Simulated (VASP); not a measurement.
# Sr4Ti3O10 in VASP: single point with PBEsol

Aim: the single point of Sr4Ti3O10 with PBEsol.

Everything below comes from runs of VASP 6.6.1. Logs are shortened: lines on timing, memory, paths and dates and some standing lists are left out, and cuts for length are marked.

### 1 The cell of the first run

The cell holds a slab with vacuum, 34 atoms: a = 5.487 Å, b = 5.487 Å, c = 26.713 Å, α = 90.00°, β = 90.00°, γ = 90.00°.

### 2 Single point, PBEsol

INCAR reads:

```
SYSTEM = Sr4Ti3O10
PREC = Accurate
ENCUT = 520
EDIFF = 1E-7
ISMEAR = 0
SIGMA = 0.05
LREAL = Auto
LASPH = .TRUE.
NELM = 80
ALGO = Normal
ISIF = 2
LWAVE = .FALSE.
LCHARG = .FALSE.
LDIPOL = .TRUE.
IDIPOL = 3
DIPOL = 0.5 0.5 0.500
GGA = PS
NBANDS = 159
```

KPOINTS reads:

```
regular mesh
0
G
  5 5 1
  0 0 0
```

POSCAR reads:

```
Sr4Ti3O10
1.0
    5.4870893870      0.0000000000      0.0000000000
    0.0000000000      5.4870893870      0.0000000000
    0.0000000000      0.0000000000     26.7129398907
Sr O Ti
8 20 6
Direct
    0.5000000000      0.0000000000      0.2807628075
    0.0000000000      0.5000000000      0.2807628075
    0.0000000000      0.5000000000      0.4269209358
    0.5000000000      0.0000000000      0.4269209358
    0.5000000000      0.0000000000      0.5730790642
    0.0000000000      0.5000000000      0.5730790642
    0.0000000000      0.5000000000      0.7192371925
    0.5000000000      0.0000000000      0.7192371925
    0.0000000000      0.0000000000      0.2807628075
    0.5000000000      0.5000000000      0.2807628075
    0.7746454728      0.7253545272      0.3538418717
    0.2746454728      0.7746454728      0.3538418717
    0.2253545272      0.2746454728      0.3538418717
    0.7253545272      0.2253545272      0.3538418717
    0.5000000000      0.5000000000      0.4269209358
    0.0000000000      0.0000000000      0.4269209358
    0.2746454728      0.2253545272      0.5000000000
    0.7746454728      0.2746454728      0.5000000000
    0.7253545272      0.7746454728      0.5000000000
    0.2253545272      0.7253545272      0.5000000000
    0.0000000000      0.0000000000      0.5730790642
    0.5000000000      0.5000000000      0.5730790642
    0.7746454728      0.7253545272      0.6461581283
    0.2746454728      0.7746454728      0.6461581283
    0.2253545272      0.2746454728      0.6461581283
    0.7253545272      0.2253545272      0.6461581283
    0.5000000000      0.5000000000      0.7192371925
    0.0000000000      0.0000000000      0.7192371925
    0.5000000000      0.5000000000      0.3538418717
    0.0000000000      0.0000000000      0.3538418717
    0.0000000000      0.0000000000      0.5000000000
    0.5000000000      0.5000000000      0.5000000000
    0.5000000000      0.5000000000      0.6461581283
    0.0000000000      0.0000000000      0.6461581283
```

Potentials or basis: VASP PAW PBE potentials, release 64 (Sr_sv, O, Ti_sv).

On the command line:

```
> cat potpaw_PBE.64/Sr_sv/POTCAR potpaw_PBE.64/O/POTCAR potpaw_PBE.64/Ti_sv/POTCAR > POTCAR
> mpirun -np 1 vasp_std > vasp.out
```

OUTCAR:

```text
SYSTEM = Sr4Ti3O10
   PREC = Accurate
   ENCUT = 520
   EDIFF = 1E-7
   ISMEAR = 0
   LREAL = Auto
   LASPH = .TRUE.
   NELM = 80
   ISIF = 2
   GGA = PS

 ion  position               nearest neighbor table
   1  0.500  0.000  0.281-  12 2.62  14 2.62   9 2.74  10 2.74  10 2.74   9 2.74  13 2.89  11 2.89
                            29 3.37  29 3.37  30 3.37  30 3.37   2 3.88   2 3.88   2 3.88   2 3.88
   2  0.000  0.500  0.281-  11 2.62  13 2.62   9 2.74  10 2.74   9 2.74  10 2.74  12 2.89  14 2.89
                            29 3.37  30 3.37  30 3.37  29 3.37   1 3.88   1 3.88   1 3.88   1 3.88
   3  0.000  0.500  0.427-  11 2.62  13 2.62  18 2.62  20 2.62  15 2.74  16 2.74  16 2.74  15 2.74
                            12 2.89  14 2.89  19 2.89  17 2.89  29 3.37  30 3.37  30 3.37  29 3.37
   4  0.500  0.000  0.427-  12 2.62  14 2.62  17 2.62  19 2.62  15 2.74  16 2.74  15 2.74  16 2.74
                            13 2.89  11 2.89  18 2.89  20 2.89  29 3.37  29 3.37  30 3.37  30 3.37
   5  0.500  0.000  0.573-  24 2.62  26 2.62  17 2.62  19 2.62  21 2.74  22 2.74  22 2.74  21 2.74
                            25 2.89  23 2.89  18 2.89  20 2.89  33 3.37  33 3.37  34 3.37  34 3.37
   6  0.000  0.500  0.573-  23 2.62  25 2.62  18 2.62  20 2.62  21 2.74  22 2.74  21 2.74  22 2.74
                            24 2.89  26 2.89  19 2.89  17 2.89  33 3.37  34 3.37  34 3.37  33 3.37
   7  0.000  0.500  0.719-  23 2.62  25 2.62  27 2.74  28 2.74  28 2.74  27 2.74  24 2.89  26 2.89
                            33 3.37  34 3.37  34 3.37  33 3.37   8 3.88   8 3.88   8 3.88   8 3.88
   8  0.500  0.000  0.719-  24 2.62  26 2.62  27 2.74  28 2.74  27 2.74  28 2.74  25 2.89  23 2.89
                            33 3.37  33 3.37  34 3.37  34 3.37   7 3.88   7 3.88   7 3.88   7 3.88
   9  0.000  0.000  0.281-  30 1.95   2 2.74   1 2.74   2 2.74   1 2.74
[... 17 lines left out ...]
  27  0.500  0.500  0.719-  33 1.95   8 2.74   7 2.74   8 2.74   7 2.74
  28  0.000  0.000  0.719-  34 1.95   8 2.74   7 2.74   7 2.74   8 2.74
  29  0.500  0.500  0.354-  11 1.95  12 1.95  13 1.95  14 1.95  15 1.95  10 1.95   3 3.37   4 3.37
                             4 3.37   3 3.37   1 3.37   1 3.37   2 3.37   2 3.37
  30  0.000  0.000  0.354-  11 1.95  12 1.95  13 1.95  14 1.95  16 1.95   9 1.95   3 3.37   4 3.37
                             3 3.37   4 3.37   2 3.37   1 3.37   1 3.37   2 3.37
  31  0.000  0.000  0.500-  17 1.95  18 1.95  19 1.95  20 1.95  16 1.95  21 1.95   5 3.37   6 3.37
                             3 3.37   4 3.37   3 3.37   6 3.37   4 3.37   5 3.37
  32  0.500  0.500  0.500-  17 1.95  18 1.95  19 1.95  20 1.95  15 1.95  22 1.95   5 3.37   6 3.37
                             3 3.37   4 3.37   4 3.37   5 3.37   3 3.37   6 3.37
  33  0.500  0.500  0.646-  23 1.95  24 1.95  25 1.95  26 1.95  22 1.95  27 1.95   5 3.37   6 3.37
                             5 3.37   6 3.37   7 3.37   8 3.37   8 3.37   7 3.37
  34  0.000  0.000  0.646-  23 1.95  24 1.95  25 1.95  26 1.95  21 1.95  28 1.95   5 3.37   6 3.37
                             6 3.37   5 3.37   7 3.37   7 3.37   8 3.37   8 3.37

  LATTYP: Found a simple tetragonal cell.
 ALAT       =     5.4870893870
 C/A-ratio  =     4.8683259934

  Lattice vectors:

 A1 = (   5.4870893870,   0.0000000000,   0.0000000000)
 A2 = (   0.0000000000,   5.4870893870,   0.0000000000)
 A3 = (   0.0000000000,   0.0000000000,  26.7129398907)

Analysis of symmetry for initial positions (statically):
=====================================================================
[... 200 lines left out ...]
   LEPSILON=     F    determine dielectric tensor
   LRPA    =     F    only Hartree local field effects (RPA)
 non-spin polarized calculation
 Gauss-broadening in eV      SIGMA  =   0.05
  energy-cutoff  :      520.00
  volume of cell :      804.28
 maximum number of plane-waves:     21716
 NGX is ok and might be reduce to    42
   NGX = 21   NGY = 21   NGZ = 99

 number of electron     272.0000018 magnetization

 dipolmoment           0.000000      0.000000      0.000000 electrons x Angstroem

 Free energy of the ion-electron system (eV)
  ---------------------------------------------------
  ext. energy  EPLUGINS =         0.00000000
  ---------------------------------------------------
  free energy    TOTEN  =      -274.76299119 eV

  energy without entropy =     -274.76299119  energy(sigma->0) =     -274.76299119

 E-fermi :   0.7720     XC(G=0):  -6.4847

 val. band max:        0.4914596214   @ k =   0.0000   0.0000   0.0000
 cond. band min:       2.5677486182   @ k =   0.0000   0.0000   0.0000
 fundamental gap:      2.0762889967
 Fermi energy:         0.7720283948

 k-point     1 :       0.0000    0.0000    0.0000
  band No.  band energies     occupation
      1     -55.4898      2.00000
      2     -55.4863      2.00000
      3     -55.4517      2.00000
      4     -55.4516      2.00000
      5     -55.4481      2.00000
      6     -55.4481      2.00000
[... 895 lines left out ...]
    147       4.3250      0.00000
    148       4.3281      0.00000
 [bands above 148 left out]

------------------------ aborting loop because EDIFF is reached ----------------------------------------

 vacuum level on the upper side and lower side of the slab       (xc-potential included)        -0.104        -0.104

  FORCE on cell =-STRESS in cart. coord.  units (eV):
  Direction    XX          YY          ZZ          XY          YZ          ZX
  --------------------------------------------------------------------------------------
  -------------------------------------------------------------------------------------
  Total       -9.0886377     -9.0886377     -2.6016803      0.0000000      0.0000000     -0.0000000
  in kB      -18.1052120    -18.1052120     -5.1827321      0.0000000      0.0000000     -0.0000000
  external PRESSURE =     -13.7977187 kB  Pullay stress =       0.0000000 kB

 VOLUME and BASIS-vectors are now :
 -----------------------------------------------------------------------------
  energy-cutoff  :      520.00
  volume of cell :      804.28
      direct lattice vectors                 reciprocal lattice vectors
     5.487089387  0.000000000  0.000000000     0.182245983  0.000000000  0.000000000
     0.000000000  5.487089387  0.000000000     0.000000000  0.182245983  0.000000000
     0.000000000  0.000000000 26.712939891     0.000000000  0.000000000  0.037435041

 POSITION                                       TOTAL-FORCE (eV/Angst)
 -----------------------------------------------------------------------------------
      2.74354      0.00000      7.50000        -0.000000      0.000000      1.381289
      0.00000      2.74354      7.50000        -0.000000     -0.000000      1.381289
      0.00000      2.74354     11.40431        -0.000000     -0.000000      0.080337
      2.74354      0.00000     11.40431        -0.000000      0.000000      0.080337
      2.74354      0.00000     15.30863        -0.000000     -0.000000     -0.080337
      0.00000      2.74354     15.30863        -0.000000      0.000000     -0.080337
[... 26 lines left out ...]
      2.74354      2.74354     17.26078        -0.000000      0.000000      0.753221
      0.00000      0.00000     17.26078        -0.000000     -0.000000      0.753221
 -----------------------------------------------------------------------------------
    total drift:                                0.000000      0.000000      0.000000

  FREE ENERGIE OF THE ION-ELECTRON SYSTEM (eV)
  ---------------------------------------------------
  free  energy   TOTEN  =      -274.7629911895 eV

  energy  without entropy=     -274.7629911895  energy(sigma->0) =     -274.76299119

 vacuum level on the upper side and lower side of the slab         3.460         3.460
```

stdout:

```text
POSCAR found type information on POSCAR SrO Ti
 POSCAR found :  3 types and      34 ions
 scaLAPACK will be used
 -----------------------------------------------------------------------------
|                                                                             |
|                                                                             |
|     You enforced a specific xc type in the INCAR file but a different       |
|     I HOPE YOU KNOW WHAT YOU ARE DOING!                                     |
|                                                                             |
 -----------------------------------------------------------------------------

 LDA part: xc-table for (Slater+PW92), standard interpolation
 POSCAR, INCAR and KPOINTS ok, starting setup
 FFT: planning ... GRIDC
 FFT: planning ... GRID_SOFT
 FFT: planning ... GRID
 WAVECAR not read
 entering main loop
```

Wall time 66 min (1 thread of Intel Xeon Platinum 8488C (Sapphire Rapids), shared host); peak memory 0.99 GiB.

What came out:

```
Free energy            : -274.7630 eV
Largest force          : 1.381 eV/Å
Band gap on the k mesh : 2.08 eV
```

Forces in eV/Å, atoms in the order of the input:
```
Sr   0.000  0.000  1.381
Sr   0.000  0.000  1.381
Sr   0.000  0.000  0.080
Sr   0.000  0.000  0.080
Sr   0.000  0.000 -0.080
Sr   0.000  0.000 -0.080
Sr   0.000  0.000 -1.381
Sr   0.000  0.000 -1.381
O    0.000  0.000 -0.741
O    0.000  0.000 -0.741
O    0.081 -0.081 -0.078
O    0.081  0.081 -0.078
O   -0.081  0.081 -0.078
O   -0.081 -0.081 -0.078
O    0.000  0.000  0.134
O    0.000  0.000  0.134
O   -0.003  0.003  0.000
O   -0.003 -0.003  0.000
O    0.003 -0.003  0.000
O    0.003  0.003  0.000
O    0.000  0.000 -0.134
O    0.000  0.000 -0.134
O    0.081 -0.081  0.078
O    0.081  0.081  0.078
O   -0.081  0.081  0.078
O   -0.081 -0.081  0.078
O    0.000  0.000  0.741
O    0.000  0.000  0.741
Ti   0.000  0.000 -0.753
Ti   0.000  0.000 -0.753
Ti   0.000  0.000  0.000
Ti   0.000  0.000  0.000
Ti   0.000  0.000  0.753
Ti   0.000  0.000  0.753
```

Levels at points of the mesh, in eV from the valence-band top:
| k point | band 134 | band 135 | band 136 | band 137 | band 138 | band 139 |
| --- | --- | --- | --- | --- | --- | --- |
| (0.00, 0.00, 0.00) | -0.05 | -0.05 | 0.00 | 2.08 | 2.12 | 2.17 |

Caveat: the PAW data sets were made with another functional, which shifts forces and pressure a little.
